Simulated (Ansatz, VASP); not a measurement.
**B in VASP and in Ansatz**

```xyz
1
Lattice="1.7657 0.0000 0.0000 0.0000 2.0905 0.0000 -0.7063 0.0000 1.9213" Properties=species:S:1:pos:R:3 pbc="T T T"
B    -0.3531    1.0452    0.9607
```

Alike in both runs: task relaxation of cell and atoms; functional PBE; k mesh 10 × 8 × 8; occupations gaussian, width 0.1 eV; no spin polarisation.

```csv
,VASP,Ansatz
version,VASP 6.6.1,Ansatz 0.2.0
potentials or method,"VASP PAW PBE potentials, release 64 (B), cutoff 600 eV","scalar-relativistic, plane waves, PAW"
valence electrons in the cell,3,3
```

```csv
,VASP,Ansatz,Ansatz less VASP
"gap on the k mesh at the Fermi level, each at its own relaxed structure (eV)",none,none,-
relaxed volume (Å³/atom),9.03,11.76,+2.731
relaxed length of the cell vector where the two differ most in proportion (Å),3.344,4.433,+1.0887
```

A gap of «none» marks a metal or a gap that the smearing closes. One of these differences is far larger than is usual between the two programs; its cause wasn't traced.

The k mesh is coarse, so the values compare programs but aren't converged. Noted on VASP's run: the volume moved by over 15 % at a fixed basis, so the end points are rough.
